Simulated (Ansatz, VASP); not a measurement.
One calculation of Ti, two programs

```xyz
2
Lattice="0.0000 -3.2518 0.0000 -3.2518 0.0000 0.0000 0.0000 0.0000 -3.2518" Properties=species:S:1:pos:R:3 pbc="T T T"
Ti   -1.6259   -1.6259   -1.8259
Ti    0.0000    0.0000    0.2000
```

Change from the starting cell: mode 4 (222.4 1/cm) frozen in, largest displacement -0.200 Å.

Alike in both runs: task single point; functional r2SCAN; k mesh 18 × 18 × 18; occupations gaussian, width 0.15 eV; no spin polarisation.

```csv
,VASP,Ansatz
version,VASP 6.6.1,Ansatz 0.2.0
potentials or method,"VASP PAW PBE potentials, release 64 (Ti_sv), cutoff 520 eV","scalar-relativistic, plane waves, PAW"
valence electrons in the cell,24,24
```

```tsv
	VASP	Ansatz	Ansatz less VASP
gap on the k mesh at the Fermi level (eV)	none	none	-
pressure (GPa)	3.7	3.2	-0.47
traceless stress, the component that is largest in VASP (GPa)	-4.32	-4.21	+0.110
rms of the force components (eV/Å)	1.131	1.115	-0.0161
```

VASP's potentials were made for PBE, not for r2SCAN. Atom by atom the forces differ by 0.016 eV/Å (rms over components). A gap of «none» marks a metal or a gap that the smearing closes. The functional is the same, so the differences come from potentials, cutoffs and numerics.
